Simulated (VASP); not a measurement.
# W8C8O in VASP: single point with PBEsol

Aim: the single point of W8C8O with PBEsol.

Program: VASP 6.6.1. These are calculated values, not measurements. Logs are shortened: lines on timing, memory, paths and dates and some standing lists are left out, and cuts for length are marked.

## (1) The cell of the first run

The cell holds a slab with vacuum, 17 atoms: a = 5.796 Å, b = 5.796 Å, c = 16.247 Å, α = 90.00°, β = 90.00°, γ = 120.00°.

## (2) Single point, PBEsol

INCAR reads:

```
SYSTEM = W8C8O
PREC = Accurate
ENCUT = 520
EDIFF = 1E-6
ISMEAR = 0
SIGMA = 0.05
LREAL = Auto
LASPH = .True.
NELM = 80
ALGO = Normal
ISIF = 2
LWAVE = .False.
LCHARG = .False.
GGA = PS
NBANDS = 89
```

KPOINTS reads:

```
Automatic mesh
0
Gamma
  3 3 1
  0 0 0
```

POSCAR reads:

```
W8C8O
1.0
    5.7964000000      0.0000000000      0.0000000000
   -2.8982000000      5.0198300000      0.0000000000
    0.0000000000      0.0000000000     16.2471000000
W C O
8 8 1
Direct
    0.0000000000      0.0000000000      0.0615493842
   -0.0011501485     -0.0004615694      0.2377193468
    0.0000000000      0.5000000000      0.0615493842
   -0.0055071097      0.4972612618      0.2345012956
    0.5000000000      0.0000000000      0.0615493842
    0.5003328437      0.0037969413      0.2347530328
    0.5000000000      0.5000000000      0.0615493842
    0.5003927630      0.4965363369      0.2347181959
    0.3363921616      0.1682270117      0.1418728881
    0.3378581775      0.1688724519      0.3043615784
    0.3326106791      0.6663147955      0.1447471241
    0.3364709045      0.6685152684      0.3261003502
    0.8312202075      0.1680732216      0.1418346043
    0.8288110665      0.1671052605      0.3041658511
    0.8312521830      0.6632644930      0.1418376203
    0.8290230846      0.6619658435      0.3041398773
    0.3160484056      0.6557566691      0.3983061593
```

Potentials or basis: VASP PAW PBE potentials, release 64 (W_sv, C, O).

On the command line:

```
$ cat potpaw_PBE.64/W_sv/POTCAR potpaw_PBE.64/C/POTCAR potpaw_PBE.64/O/POTCAR > POTCAR
$ mpirun -np 1 vasp_std > vasp.out
```

OUTCAR:

```text
SYSTEM = W8C8O
   PREC = Accurate
   ENCUT = 520
   EDIFF = 1E-6
   ISMEAR = 0
   LREAL = Auto
   LASPH = .True.
   NELM = 80
   ISIF = 2
   GGA = PS

 ion  position               nearest neighbor table
   1  0.000  0.000  0.062-   9 2.13  15 2.14  13 2.14   2 2.86   5 2.90   5 2.90   3 2.90   3 2.90
                             7 2.90   7 2.90
   2  0.999  1.000  0.238-  16 2.01  14 2.01  10 2.02  13 2.30  15 2.30   9 2.30   1 2.86   8 2.89
                             6 2.89   4 2.90   4 2.90   6 2.90   8 2.90
   3  0.000  0.500  0.062-  13 2.12  15 2.12  11 2.15   4 2.81   7 2.90   7 2.90   5 2.90   1 2.90
                             1 2.90   5 2.90
   4  0.994  0.497  0.235-  16 2.01  14 2.01  13 2.24  15 2.24  11 2.24  12 2.27   3 2.81   8 2.86
                             6 2.86   2 2.90   2 2.90   6 2.93   8 2.93
   5  0.500  0.000  0.062-  13 2.11   9 2.12  11 2.15   6 2.81   1 2.90   1 2.90   3 2.90   7 2.90
                             7 2.90   3 2.90
   6  0.500  0.004  0.235-  10 2.00  14 2.00   9 2.23  11 2.24  12 2.24  13 2.24   5 2.81   8 2.86
                             4 2.86   2 2.89   2 2.90   4 2.93   8 2.94
   7  0.500  0.500  0.062-  15 2.11   9 2.12  11 2.15   8 2.81   3 2.90   3 2.90   5 2.90   5 2.90
                             1 2.90   1 2.90
   8  0.500  0.497  0.235-  10 2.00  16 2.00   9 2.23  11 2.24  15 2.24  12 2.25   7 2.81   6 2.86
                             4 2.86   2 2.89   2 2.90   4 2.93   6 2.94
   9  0.336  0.168  0.142-   7 2.12   5 2.12   1 2.13   8 2.23   6 2.23   2 2.30
  10  0.338  0.169  0.304-   6 2.00   8 2.00   2 2.02
  11  0.333  0.666  0.145-   3 2.15   5 2.15   7 2.15   4 2.24   8 2.24   6 2.24
  12  0.336  0.669  0.326-  17 1.18   6 2.24   8 2.25   4 2.27
  13  0.831  0.168  0.142-   5 2.11   3 2.12   1 2.14   4 2.24   6 2.24   2 2.30
  14  0.829  0.167  0.304-   6 2.00   4 2.01   2 2.01
  15  0.831  0.663  0.142-   7 2.11   3 2.12   1 2.14   4 2.24   8 2.24   2 2.30
  16  0.829  0.662  0.304-   8 2.00   4 2.01   2 2.01
  17  0.316  0.656  0.398-  12 1.18

  LATTYP: Found a hexagonal cell.
 ALAT       =     5.7964000000
 C/A-ratio  =     2.8029639086

  Lattice vectors:

 A1 = (   5.7964000000,   0.0000000000,   0.0000000000)
 A2 = (  -2.8982000000,   5.0198300000,   0.0000000000)
 A3 = (   0.0000000000,   0.0000000000,  16.2471000000)

Analysis of symmetry for initial positions (statically):
=====================================================================
 Subroutine PRICEL returns:
 Original cell was already a primitive cell.

 Routine SETGRP: Setting up the symmetry group for a
 hexagonal supercell.

 Subroutine GETGRP returns: Found  1 space group operations
 (whereof  1 operations were pure point group operations)
 out of a pool of 24 trial point group operations.

The static configuration has the point symmetry C_1 .

Analysis of symmetry for dynamics (positions and initial velocities):
=====================================================================
 Subroutine PRICEL returns:
 Original cell was already a primitive cell.

 Routine SETGRP: Setting up the symmetry group for a
 hexagonal supercell.

 Subroutine GETGRP returns: Found  1 space group operations
 (whereof  1 operations were pure point group operations)
 out of a pool of 24 trial point group operations.

The dynamic configuration has the point symmetry C_1 .

 Subroutine INISYM returns: Found  1 space group operations
 (whereof  1 operations are pure point group operations),
 and found     1 'primitive' translations

----------------------------------------------------------------------------------------

                                     Primitive cell

  volume of cell :     472.7409

  direct lattice vectors                    reciprocal lattice vectors
     5.796400000  0.000000000  0.000000000     0.172520875  0.099604967  0.000000000
    -2.898200000  5.019830000  0.000000000     0.000000000  0.199209933  0.000000000
     0.000000000  0.000000000 16.247100000     0.000000000  0.000000000  0.061549446

  length of vectors
     5.796400000  5.796400303 16.247100000     0.199209944  0.199209933  0.061549446

  position of ions in fractional coordinates (direct lattice)
     0.000000000  0.000000000  0.061549384
     0.998849851  0.999538431  0.237719347
     0.000000000  0.500000000  0.061549384
     0.994492890  0.497261262  0.234501296
     0.500000000  0.000000000  0.061549384
     0.500332844  0.003796941  0.234753033
[... 9 lines left out ...]
     0.829023085  0.661965843  0.304139877
     0.316048406  0.655756669  0.398306159

  ion indices of the primitive-cell ions
   primitive index   ion index
                 1           1
                 2           2
                 3           3
                 4           4
                 5           5
                 6           6
[... 9 lines left out ...]
                16          16
                17          17

----------------------------------------------------------------------------------------

 KPOINTS: Automatic mesh

Automatic generation of k-mesh.
 Grid dimensions read from file:
 generate k-points for:    3    3    1

 Generating k-lattice:

  Cartesian coordinates                     Fractional coordinates (reciprocal lattice)
     0.057506958  0.033201656  0.000000000     0.333333333  0.000000000  0.000000000
     0.000000000  0.066403311  0.000000000     0.000000000  0.333333333  0.000000000
     0.000000000  0.000000000  0.061549446     0.000000000  0.000000000  1.000000000

  Length of vectors
     0.066403315  0.066403311  0.061549446

  Shift w.r.t. Gamma in fractional coordinates (k-lattice)
     0.000000000  0.000000000  0.000000000

 Subroutine IBZKPT returns following result:
 ===========================================

 Found      5 irreducible k-points:

 Following reciprocal coordinates:
            Coordinates               Weight
  0.000000  0.000000  0.000000      1.000000
  0.333333  0.000000  0.000000      2.000000
  0.000000  0.333333  0.000000      2.000000
 -0.333333  0.333333  0.000000      2.000000
  0.333333  0.333333  0.000000      2.000000
   k-points           NKPTS =      5   k-points in BZ     NKDIM =      5   number of bands    NBANDS=     89
   number of dos      NEDOS =    301   number of ions     NIONS =     17
   total plane-waves  NPLWV = 290304
   dimension x,y,z NGX =    48 NGY =   48 NGZ =  126
   dimension x,y,z NGXF=    96 NGYF=   96 NGZF=  252
   ions per type =               8   8   1
   NGX,Y,Z   is equivalent  to a cutoff of  13.77, 13.77, 12.89 a.u.
   NGXF,Y,Z  is equivalent  to a cutoff of  27.53, 27.53, 25.79 a.u.
 SYSTEM =  W8C8O
   PREC   = accura    normal or accurate (medium, high low for compatibility)
   ISTART =      0    job   : 0-new  1-cont  2-samecut
   ICHARG =      2    charge: 1-file 2-atom 10-const
   ISPIN  =      1    spin polarized calculation?
   LNONCOLLINEAR =      F non collinear calculations
   LSORBIT =      F    spin-orbit coupling
   LASPH  =      T    aspherical Exc in radial PAW
   ENCUT  =  520.0 eV  38.22 Ry    6.18 a.u.  10.78 10.78 30.21*2*pi/ulx,y,z
   NELM   =     80;   NELMIN=  2; NELMDL= -5     # of ELM steps
   EDIFF  = 0.1E-05   stopping-criterion for ELM
   LREAL  =      T    real-space projection
   EDIFFG = 0.1E-04   stopping-criterion for IOM
   NSW    =      0    number of steps for IOM
   IBRION =     -1    ionic relax: 0-MD 1-quasi-New 2-CG
   NFREE  =      0    steps in history (QN), initial steepest desc. (CG)
   ISIF   =      2    stress and relaxation
   ISYM   =      2    0-nonsym 1-usesym 2-fastsym
   POTIM  = 0.5000    time-step for ionic-motion
   TEBEG  =    0.0;   TEEND  =   0.0 temperature during run
   PSTRESS=    0.0 pullay stress
   NELECT =     150.0000    total number of electrons
   NUPDOWN=      -1.0000    fix difference up-down
   EMIN   =  10.00;   EMAX   =-10.00  energy-range for DOS
   EFERMI =   0.00;   METHOD = LEGACY
   ISMEAR =     0;   SIGMA  =   0.05  broadening in eV -4-tet -1-fermi 0-gaus
   EFERMI_NEDOS =   21; number of points for ismear=-14 and -15
   IALGO  =     38    algorithm
   IMIX   =      4    mixing-type and parameters
     AMIX     =   0.40;   BMIX     =  1.00
     AMIX_MAG =   1.60;   BMIX_MAG =  1.00
  volume/ion in A,a.u.               =      27.81       187.66
  Fermi-wavevector in a.u.,A,eV,Ry     =   1.116600  2.110068 16.963675  1.246795
  Thomas-Fermi vector in A             =   2.253215
   LORBIT       =      0    0 simple, 1 ext, 2 COOP (PROOUT), +10 PAW based schemes
   GGA     = PS    functional components
   LHFCALC =     F    Hartree Fock is set to
   AEXX    =    0.0000 exact exchange contribution
   IVDW    =     0    specifies the selected vdW correction
   LEPSILON=     F    determine dielectric tensor
   LRPA    =     F    only Hartree local field effects (RPA)
 non-spin polarized calculation
 Gauss-broadening in eV      SIGMA  =   0.05
  energy-cutoff  :      520.00
  volume of cell :      472.74
 maximum number of plane-waves:     12753
 NGX is ok and might be reduce to    48
   NGX = 21   NGY = 21   NGZ = 61

 number of electron     149.9999992 magnetization

 Free energy of the ion-electron system (eV)
  ---------------------------------------------------
  ext. energy  EPLUGINS =         0.00000000
  ---------------------------------------------------
  free energy    TOTEN  =      -180.60785593 eV

  energy without entropy =     -180.58459570  energy(sigma->0) =     -180.59622581

 E-fermi :   0.1621     XC(G=0):  -6.2816

 val. band max:        0.1597880625   @ k =   0.0000   0.0000   0.0000
 cond. band min:       0.1843671380   @ k =   0.0000   0.0000   0.0000
 fundamental gap:      0.0245790755
 Fermi energy:         0.1621040566

 k-point     1 :       0.0000    0.0000    0.0000
  band No.  band energies     occupation
      1     -73.5339      2.00000
      2     -73.4831      2.00000
      3     -73.4711      2.00000
      4     -73.4628      2.00000
      5     -73.4604      2.00000
      6     -73.4016      2.00000
[... 439 lines left out ...]
     86       2.8305      0.00000
     87       2.9102      0.00000
 [bands above 87 left out]

------------------------ aborting loop because EDIFF is reached ----------------------------------------

  FORCE on cell =-STRESS in cart. coord.  units (eV):
  Direction    XX          YY          ZZ          XY          YZ          ZX
  --------------------------------------------------------------------------------------
  -------------------------------------------------------------------------------------
  Total       -1.0907225     -1.0218434      1.9037973     -0.1133466      0.2017634      0.2889206
  in kB       -3.6965932     -3.4631533      6.4522037     -0.3841457      0.6838012      0.9791875
  external PRESSURE =      -0.2358476 kB  Pullay stress =       0.0000000 kB

 VOLUME and BASIS-vectors are now :
 -----------------------------------------------------------------------------
  energy-cutoff  :      520.00
  volume of cell :      472.74
      direct lattice vectors                 reciprocal lattice vectors
     5.796400000  0.000000000  0.000000000     0.172520875  0.099604967  0.000000000
    -2.898200000  5.019830000  0.000000000     0.000000000  0.199209933  0.000000000
     0.000000000  0.000000000 16.247100000     0.000000000  0.000000000  0.061549446

 POSITION                                       TOTAL-FORCE (eV/Angst)
 -----------------------------------------------------------------------------------
      0.00000      0.00000      1.00000        -0.022127     -0.011156      0.202573
      2.89287      5.01751      3.86225         0.002934     -0.001881     -0.046660
     -1.44910      2.50991      1.00000         0.077859      0.046605     -0.139501
      4.32332      2.49617      3.80997         0.037166      0.018922     -0.019155
      2.89820      0.00000      1.00000         0.000590     -0.150341     -0.164948
      2.88912      0.01906      3.81406         0.001389     -0.047571     -0.017324
[... 9 lines left out ...]
      2.88684      3.32296      4.94139         0.006737     -0.009214      0.111584
     -0.06857      3.29179      6.47132        -0.003900      0.017718      0.822583
 -----------------------------------------------------------------------------------
    total drift:                                0.011228      0.005764     -0.014670

  FREE ENERGIE OF THE ION-ELECTRON SYSTEM (eV)
  ---------------------------------------------------
  free  energy   TOTEN  =      -180.6078559287 eV

  energy  without entropy=     -180.5845957002  energy(sigma->0) =     -180.59622581
```

It took 7.1 min on 1 thread of Intel Xeon 6975P-C (Granite Rapids), shared host; peak memory 0.65 GiB.

Results:

```
Free energy            : -180.6079 eV
Largest force          : 0.823 eV/Å
Band gap on the k mesh : zero (bands 75 and 76 overlap by 0.68 eV)
```

Forces in eV/Å, atoms in the order of the input:
```
W   -0.022 -0.011  0.203
W    0.003 -0.002 -0.047
W    0.078  0.047 -0.140
W    0.037  0.019 -0.019
W    0.001 -0.150 -0.165
W    0.001 -0.048 -0.017
W   -0.131  0.078 -0.165
W   -0.037  0.021 -0.019
C    0.000 -0.002 -0.006
C    0.002  0.000  0.109
C    0.002  0.000  0.005
C    0.063  0.038 -0.772
C    0.000 -0.001 -0.006
C    0.002  0.005  0.111
C    0.000 -0.002 -0.006
C    0.007 -0.009  0.112
O   -0.004  0.018  0.823
```

Caveat: the k points lie up to 0.42 Å⁻¹ apart, too coarse for converged energies and pressures of a metal; there is no dipole correction, which matters where the two faces differ; the PAW data sets were made with another functional, which shifts forces and pressure a little; spin-orbit coupling is left out, which moves the levels of the heavy elements.

The gap in the log of VASP goes by the Fermi energy; the results here count the filled bands.